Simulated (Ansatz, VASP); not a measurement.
**One calculation of Cd, two programs**

```
CELL_PARAMETERS angstrom
0.00000 3.07726 3.07726
3.07726 0.00000 3.07726
3.07726 3.07726 0.00000
ATOMIC_POSITIONS crystal
Cd 0.12500 0.12500 0.12500
Cd 0.87500 0.87500 0.87500
```

Alike in both runs: task relaxation of cell and atoms; functional revPBE; k mesh 9 × 9 × 9; occupations fermi-dirac, width 0.1 eV; no spin polarisation.

```csv
,VASP,Ansatz
version,VASP 6.6.1,Ansatz 0.2.0
potentials or method,"VASP PAW PBE potentials, release 64 (Cd), cutoff 600 eV","plane waves (420 eV) with PAW, scalar-relativistic"
valence electrons in the cell,24,40
```

|  | VASP | Ansatz | Ansatz less VASP |
| --- | --- | --- | --- |
| relaxed volume (Å³/atom) | 40.79 | 40.54 | -0.250 |
| relaxed cell length with the largest relative difference (Å) | 4.868 | 4.858 | -0.0100 |

VASP's potentials were made for PBE, not for revPBE. VASP's potentials hold 24 valence electrons a cell and Ansatz's 40, so a difference there can come from the potentials and not from the codes.

Noted on VASP's run: the volume moved by over 15 % at a fixed basis, so the end points are rough.
